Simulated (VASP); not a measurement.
# Pd (P6_3/mmc) in VASP: settings compared

Pd is run at these levels: PBE, BLYP+D4, BLYP; tasks: single point, relaxation of cell and atoms.

Everything below comes from runs of VASP 6.6.1. Logs are shortened: lines on timing, memory, paths and dates and some standing lists are left out, and cuts for length are marked.

### 1 The cell of the first run

It takes space group P6_3/mmc (No. 194, hexagonal). The conventional cell has a = 2.784 Å, b = 2.784 Å, c = 4.629 Å, α = 90.00°, β = 90.00°, γ = 120.00°. Within 3.7 Å of Pd (site symmetry -6m2) lie 12 Pd at 2.78 to 2.82 Å.

### 2 Single point, PBE

INCAR

```
PREC = Accurate
ENCUT = 520
EDIFF = 1E-7
ISMEAR = 0
SIGMA = 0.028000000000000004
LREAL = F
LASPH = T
NELM = 80
ALGO = Normal
ISIF = 2
LWAVE = F
LCHARG = F
GGA = PE
NBANDS = 17
```

KPOINTS

```
regular mesh
0
Gamma
  11 11 6
```

POSCAR

```
Pd
1.0
    2.7836650458      0.0000000000      0.0000000000
   -1.3918325229      2.4107246453      0.0000000000
    0.0000000000      0.0000000000      4.6288930000
Pd
2
Direct
    0.3333333333      0.6666666667      0.2500000000
    0.6666666667      0.3333333333      0.7500000000
```

Potentials or basis: VASP PAW PBE potentials, release 64 (Pd).

Run with:

```bash
cat potpaw_PBE.64/Pd/POTCAR > POTCAR
mpirun -np 1 vasp_std > vasp.out
```

OUTCAR:

```text
PREC = Accurate
   ENCUT = 520
   EDIFF = 1E-7
   ISMEAR = 0
   LREAL = F
   LASPH = T
   NELM = 80
   ISIF = 2
   GGA = PE

 ion  position               nearest neighbor table
   1  0.333  0.667  0.250-   2 2.82   2 2.82   2 2.82   2 2.82   2 2.82   2 2.82
   2  0.667  0.333  0.750-   1 2.82   1 2.82   1 2.82   1 2.82   1 2.82   1 2.82

  LATTYP: Found a hexagonal cell.
 ALAT       =     2.7836650458
 C/A-ratio  =     1.6628771507

  Lattice vectors:

 A1 = (   2.7836650458,   0.0000000000,   0.0000000000)
 A2 = (  -1.3918325229,   2.4107246453,   0.0000000000)
 A3 = (   0.0000000000,   0.0000000000,   4.6288930000)

Analysis of symmetry for initial positions (statically):
=====================================================================
 Subroutine PRICEL returns:
 Original cell was already a primitive cell.

 Routine SETGRP: Setting up the symmetry group for a
 hexagonal supercell.

 Subroutine GETGRP returns: Found 24 space group operations
 (whereof 12 operations were pure point group operations)
 out of a pool of 24 trial point group operations.

The static configuration has the point symmetry D_3d.
 The point group associated with its full space group is D_6h.

Analysis of symmetry for dynamics (positions and initial velocities):
=====================================================================
 Subroutine PRICEL returns:
 Original cell was already a primitive cell.

 Routine SETGRP: Setting up the symmetry group for a
 hexagonal supercell.

 Subroutine GETGRP returns: Found 24 space group operations
 (whereof 12 operations were pure point group operations)
 out of a pool of 24 trial point group operations.

The dynamic configuration has the point symmetry D_3d.
 The point group associated with its full space group is D_6h.

 Subroutine INISYM returns: Found 24 space group operations
 (whereof 12 operations are pure point group operations),
 and found     1 'primitive' translations

----------------------------------------------------------------------------------------

                                     Primitive cell

  volume of cell :      31.0629
[... 76 lines left out ...]
   ions per type =               2
   NGX,Y,Z   is equivalent  to a cutoff of  14.33, 14.33, 12.93 a.u.
   NGXF,Y,Z  is equivalent  to a cutoff of  28.67, 28.67, 25.86 a.u.
 SYSTEM =  unknown system
   PREC   = accura    normal or accurate (medium, high low for compatibility)
   ISTART =      0    job   : 0-new  1-cont  2-samecut
   ICHARG =      2    charge: 1-file 2-atom 10-const
   ISPIN  =      1    spin polarized calculation?
   LNONCOLLINEAR =      F non collinear calculations
   LSORBIT =      F    spin-orbit coupling
   LASPH  =      T    aspherical Exc in radial PAW
   ENCUT  =  520.0 eV  38.22 Ry    6.18 a.u.   5.18  5.18  8.61*2*pi/ulx,y,z
   NELM   =     80;   NELMIN=  2; NELMDL= -5     # of ELM steps
   EDIFF  = 0.1E-06   stopping-criterion for ELM
   LREAL  =      F    real-space projection
   EDIFFG = 0.1E-05   stopping-criterion for IOM
   NSW    =      0    number of steps for IOM
   IBRION =     -1    ionic relax: 0-MD 1-quasi-New 2-CG
   NFREE  =      0    steps in history (QN), initial steepest desc. (CG)
   ISIF   =      2    stress and relaxation
   ISYM   =      2    0-nonsym 1-usesym 2-fastsym
   POTIM  = 0.5000    time-step for ionic-motion
   TEBEG  =    0.0;   TEEND  =   0.0 temperature during run
   PSTRESS=    0.0 pullay stress
   NELECT =      20.0000    total number of electrons
   NUPDOWN=      -1.0000    fix difference up-down
   EMIN   =  10.00;   EMAX   =-10.00  energy-range for DOS
   EFERMI =   0.00;   METHOD = LEGACY
   ISMEAR =     0;   SIGMA  =   0.03  broadening in eV -4-tet -1-fermi 0-gaus
   EFERMI_NEDOS =   21; number of points for ismear=-14 and -15
   IALGO  =     38    algorithm
   IMIX   =      4    mixing-type and parameters
     AMIX     =   0.40;   BMIX     =  1.00
     AMIX_MAG =   1.60;   BMIX_MAG =  1.00
  volume/ion in A,a.u.               =      15.53       104.81
  Fermi-wavevector in a.u.,A,eV,Ry     =   1.413636  2.671385 27.189429  1.998367
  Thomas-Fermi vector in A             =   2.535261
   LORBIT       =      0    0 simple, 1 ext, 2 COOP (PROOUT), +10 PAW based schemes
   GGA     = PE    functional components
   LHFCALC =     F    Hartree Fock is set to
   AEXX    =    0.0000 exact exchange contribution
   IVDW    =     0    specifies the selected vdW correction
   LEPSILON=     F    determine dielectric tensor
   LRPA    =     F    only Hartree local field effects (RPA)
 non-spin polarized calculation
 Gauss-broadening in eV      SIGMA  =   0.03
  energy-cutoff  :      520.00
  volume of cell :       31.06
 maximum number of plane-waves:       849
 NGX is ok and might be reduce to    24
   NGX = 11   NGY = 11   NGZ = 17

 number of electron      20.0000008 magnetization

 Free energy of the ion-electron system (eV)
  ---------------------------------------------------
  ext. energy  EPLUGINS =         0.00000000
  ---------------------------------------------------
  free energy    TOTEN  =       -10.35190333 eV

  energy without entropy =      -10.34926461  energy(sigma->0) =      -10.35058397

 E-fermi :   8.9294     XC(G=0): -12.8638

 val. band max:        8.9175715072   @ k =   0.4545   0.0000   0.1667
 cond. band min:       8.9307175873   @ k =   0.4545   0.0909   0.0000
 fundamental gap:      0.0131460801
 Fermi energy:         8.9293936921

 k-point     1 :       0.0000    0.0000    0.0000
  band No.  band energies     occupation
      1       2.1885      2.00000
      2       4.0182      2.00000
      3       6.2296      2.00000
      4       6.4079      2.00000
      5       6.4079      2.00000
      6       6.7343      2.00000
[... 457 lines left out ...]
      4       5.8170      2.00000
      5       6.2651      2.00000
      6       6.7046      2.00000
[... 9 lines left out ...]
     16      26.3046      0.00000
     17      27.6077      0.00000

 [... further k-points ...]
[... 5 lines left out ...]
  --------------------------------------------------------------------------------------
  -------------------------------------------------------------------------------------
  Total       -0.3842686     -0.3842686     -0.2886154      0.0000000      0.0000000      0.0000000
  in kB      -19.8200035    -19.8200035    -14.8863559      0.0000000      0.0000000      0.0000000
  external PRESSURE =     -18.1754543 kB  Pullay stress =       0.0000000 kB

 VOLUME and BASIS-vectors are now :
 -----------------------------------------------------------------------------
  energy-cutoff  :      520.00
  volume of cell :       31.06
      direct lattice vectors                 reciprocal lattice vectors
     2.783665046  0.000000000  0.000000000     0.359238624  0.207406516  0.000000000
    -1.391832523  2.410724645  0.000000000     0.000000000  0.414813032  0.000000000
     0.000000000  0.000000000  4.628893000     0.000000000  0.000000000  0.216034374

 POSITION                                       TOTAL-FORCE (eV/Angst)
 -----------------------------------------------------------------------------------
     -0.00000      1.60715      1.15722         0.000000     -0.000000      0.000000
      1.39183      0.80357      3.47167        -0.000000      0.000000      0.000000
 -----------------------------------------------------------------------------------
    total drift:                               -0.000000      0.000000     -0.000000

  FREE ENERGIE OF THE ION-ELECTRON SYSTEM (eV)
  ---------------------------------------------------
  free  energy   TOTEN  =       -10.3519033257 eV

  energy  without entropy=      -10.3492646055  energy(sigma->0) =      -10.35058397
```

stdout:

```text
POSCAR found type information on POSCAR Pd
 POSCAR found :  1 types and       2 ions
 scaLAPACK will be used
 LDA part: xc-table for (Slater+PW92), standard interpolation
 POSCAR, INCAR and KPOINTS ok, starting setup
 FFT: planning ... GRIDC
 FFT: planning ... GRID_SOFT
 FFT: planning ... GRID
 WAVECAR not read
 entering main loop
```

Wall time 10 s (1 thread of Intel Xeon 6975P-C (Granite Rapids), shared host); peak memory 0.17 GiB.

Results:

```yaml
Free_energy: -10.3519 eV
Pressure: -1.8 GPa
Band_gap_on_the_k_mesh: zero (band 10 reaches 9.07 eV, above the bottom of band 11 at 8.28 eV)
```

Levels at points of the mesh, in eV from the Fermi level:
```tsv
k point	band 8	band 9	band 10	band 11	band 12	band 13
(0.00, 0.00, 0.00)	-1.54	-1.54	-0.22	-0.22	0.99	6.66
(0.00, 0.00, 0.50)	-2.56	-0.65	-0.65	-0.65	-0.65	13.72
```

### 3 Relaxation of cell and atoms, BLYP+D4

INCAR

```
SYSTEM = Pd
PREC = Accurate
ENCUT = 600
EDIFF = 1E-7
ISMEAR = -1
SIGMA = 0.05
LREAL = .FALSE.
LASPH = .TRUE.
NELM = 60
ALGO = Normal
ISIF = 3
LWAVE = .FALSE.
LCHARG = .FALSE.
GGA = B5
ALDAX = 1.0
AGGAX = 1.0
AGGAC = 1.0
ALDAC = 0.0
IVDW = 13
VDW_S6 = 1.0
VDW_S8 = 2.34076671
VDW_A1 = 0.44488865
VDW_A2 = 4.0933009
IBRION = 2
NSW = 60
EDIFFG = -0.01
```

KPOINTS

```
Automatic mesh
0
G
  11 11 6
  0 0 0
```

POSCAR is that of step 2.

Potentials or basis: VASP PAW PBE potentials, release 64 (Pd).

Run with:

```bash
cat potpaw_PBE.64/Pd/POTCAR > POTCAR
mpirun -np 1 vasp_std > vasp.out
```

It took 41 s on 1 thread of Intel Xeon 6975P-C (Granite Rapids), shared host; peak memory 0.18 GiB.

The run converged. Its results:

```
Free energy                            : -10.4616 eV
Relaxed volume                         : 15.51 Å³/atom
Relaxed cell                           : a = 2.779 Å, b = 2.779 Å, c = 4.640 Å, α = 90.00°, β = 90.00°, γ = 120.00°
Space group after relaxing (to 0.05 Å) : P6_3/mmc (No. 194)
Energy gained by relaxing              : 0.1 meV/atom
Ionic steps                            : 4
Pressure after relaxing                : 0.0 GPa
Band gap on the k mesh                 : zero (band 10 reaches 9.61 eV, above the bottom of band 11 at 8.81 eV)
Dispersion energy per atom             : -0.900 eV
```

The path:
| step | energy change (eV) | largest force (eV/Å) | pressure (GPa) | volume (Å³) |
| --- | --- | --- | --- | --- |
| 1 | 0.0000 | 0.0000 | -0.17 | 31.06 |
| 2 | -0.0001 | 0.0000 | 0.21 | 30.99 |
| 3 | -0.0001 | 0.0000 | 0.16 | 31.00 |
| 4 | -0.0001 | 0.0000 | 0.02 | 31.03 |

Final structure:
```cif
data_structure
_symmetry_space_group_name_H-M 'P 1'
_symmetry_Int_Tables_number 1
_cell_length_a 2.7788
_cell_length_b 2.7788
_cell_length_c 4.6395
_cell_angle_alpha 90.000
_cell_angle_beta 90.000
_cell_angle_gamma 120.000
_cell_volume 31.03
loop_
_atom_site_label
_atom_site_type_symbol
_atom_site_fract_x
_atom_site_fract_y
_atom_site_fract_z
_atom_site_occupancy
Pd1 Pd 0.33333 0.66667 0.25000 1
Pd2 Pd 0.66667 0.33333 0.75000 1
```

Levels at points of the mesh, in eV from the Fermi level:
| k point | band 6 | band 7 | band 8 | band 9 | band 10 | band 11 | band 12 | band 13 | band 14 |
| --- | --- | --- | --- | --- | --- | --- | --- | --- | --- |
| (0.00, 0.00, 0.00) | -2.24 | -2.24 | -1.57 | -1.57 | -0.24 | -0.24 | 1.18 | 6.61 | 17.45 |
| (0.00, 0.00, 0.50) | -2.60 | -2.60 | -2.60 | -0.68 | -0.68 | -0.68 | -0.68 | 13.81 | 13.81 |

Caveat: the PAW data sets were made with another functional, which shifts forces and pressure a little; pairwise dispersion overbinds metals, which lowers pressure and volume.

### 4 Single point, BLYP

INCAR

```
PREC = Accurate
ENCUT = 520
EDIFF = 1E-6
ISMEAR = -1
SIGMA = 0.05
LREAL = False
LASPH = True
NELM = 60
ALGO = Normal
ISIF = 2
LWAVE = False
LCHARG = False
GGA = B5
ALDAX = 1.0
AGGAX = 1.0
AGGAC = 1.0
ALDAC = 0.0
NBANDS = 17
```

KPOINTS

```
Automatic mesh
0
Gamma
  11 11 6
```

POSCAR is that of step 3.

Run with:

```bash
cat potpaw_PBE.64/Pd/POTCAR > POTCAR
mpirun -np 1 vasp_std > vasp.out
```

It took 25 s on 1 thread of AMD EPYC 9R14 (Zen 4), shared host; peak memory 0.14 GiB.

Results (log left out):

| Quantity | Value |
| --- | --- |
| Free energy | -8.6638 eV |
| Pressure | 9.0 GPa |
| Band gap on the k mesh | zero (band 10 reaches 9.59 eV, above the bottom of band 11 at 8.79 eV) |

Stress tensor (GPa, compression positive):
```
8.90 0.00 0.00
0.00 8.90 0.00
0.00 0.00 9.25
```

Levels at points of the mesh, in eV from the Fermi level:
```tsv
k point	band 7	band 8	band 9	band 10	band 11	band 12	band 13	band 14
(0.00, 0.00, 0.00)	-2.23	-1.58	-1.58	-0.24	-0.24	1.21	6.66	17.42
(0.00, 0.00, 0.50)	-2.59	-2.59	-0.68	-0.68	-0.68	-0.68	13.89	13.89
```

Caveat: the PAW data sets were made with another functional, which shifts forces and pressure a little.

(Part 1 of 2 ends here.)
